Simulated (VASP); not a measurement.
Input of a VASP 6.6.1 run:

File INCAR:

```
SYSTEM = Cl
PREC = Accurate
ENCUT = 520
EDIFF = 1E-7
ISMEAR = -1
SIGMA = 0.13605693000000002
LREAL = .FALSE.
LASPH = .TRUE.
NELM = 80
ALGO = Normal
ISIF = 2
LWAVE = .FALSE.
LCHARG = .TRUE.
GGA = CA
LELF = .TRUE.
LVHAR = .TRUE.
NBANDS = 10
```

File KPOINTS:

```
Automatic mesh
0
G
  14 14 14
  0 0 0
```

File POSCAR:

```
Cl
1.0
    0.0000000000      2.0916905196      2.0916905196
    2.0916905196      0.0000000000      2.0916905196
    2.0916905196      2.0916905196      0.0000000000
Cl
1
Direct
    0.0000000000      0.0000000000      0.0000000000
```

Potentials or basis: VASP PAW LDA potentials, release 64 (Cl).

Launch:

```sh
$ cat potpaw_LDA.64/Cl/POTCAR > POTCAR
$ mpirun -np 1 vasp_std > vasp.out
```

Estimate the pressure.

-0.1 GPa.

Caveat: an odd number of electrons without spin polarisation forces a metal; a magnetic or distorted state may lie lower.
